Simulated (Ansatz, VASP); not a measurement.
# LiNbO3: VASP beside Ansatz

```
CELL_PARAMETERS angstrom
-5.18950 -2.99616 4.67149
5.18950 -2.99616 4.67149
0.00000 5.99232 4.67149
ATOMIC_POSITIONS crystal
Li 0.28160 0.28160 0.28160
Li 0.78160 0.78160 0.28160
Li 0.78160 0.28160 0.78160
Li 0.28160 0.78160 0.78160
Li 0.78160 0.78160 0.78160
Li 0.28160 0.28160 0.78160
Li 0.28160 0.78160 0.28160
Li 0.78160 0.28160 0.28160
Nb 0.00045 0.00045 0.00045
Nb 0.50045 0.50045 0.00045
Nb 0.50045 0.00045 0.50045
Nb 0.00045 0.50045 0.50045
Nb 0.50045 0.50045 0.50045
Nb 0.00045 0.00045 0.50045
Nb 0.00045 0.50045 0.00045
Nb 0.50045 0.00045 0.00045
O 0.53966 0.41579 0.23431
O 0.03966 0.91579 0.23431
O 0.03966 0.41579 0.73431
O 0.53966 0.91579 0.73431
O 0.23431 0.53966 0.41579
O 0.73431 0.03966 0.41579
O 0.73431 0.53966 0.91579
O 0.23431 0.03966 0.91579
O 0.41579 0.23431 0.53966
O 0.91579 0.73431 0.53966
O 0.91579 0.23431 0.03966
O 0.41579 0.73431 0.03966
O 0.73431 0.41579 0.53966
O 0.23431 0.91579 0.53966
O 0.23431 0.41579 0.03966
O 0.73431 0.91579 0.03966
O 0.41579 0.53966 0.73431
O 0.91579 0.03966 0.73431
O 0.91579 0.53966 0.23431
O 0.41579 0.03966 0.23431
O 0.53966 0.73431 0.41579
O 0.03966 0.23431 0.41579
O 0.03966 0.73431 0.91579
O 0.53966 0.23431 0.91579
```

Alike in both runs: task single point; functional PBE; k mesh 2 × 2 × 2; occupations gaussian, width 0.01 eV; no spin polarisation.

|  | VASP | Ansatz |
| --- | --- | --- |
| version | VASP 6.6.1 | Ansatz 0.2.0 |
| potentials or method | VASP PAW PBE potentials, release 64 (Li_sv, Nb_sv, O), cutoff 520 eV | scalar-relativistic, plane waves, PAW |
| valence electrons in the cell | 272 | 272 |

VASP gave:

| Property | Result |
| --- | --- |
| gap on the k mesh at the Fermi level (eV) | 3.58 |
| least direct gap on the mesh (eV) | 3.58 |
| rms of the force components (eV/Å) | 0.006 |

Task: What did Ansatz give for the same quantities?

Result: gap on the k mesh at the Fermi level (eV): 3.59; least direct gap on the mesh (eV): 3.59; rms of the force components (eV/Å): 0.007.

Atom by atom the forces differ by 0.008 eV/Å (rms over components).

Noted on VASP's run: the cutoff is short for stress, so the pressure is rough.
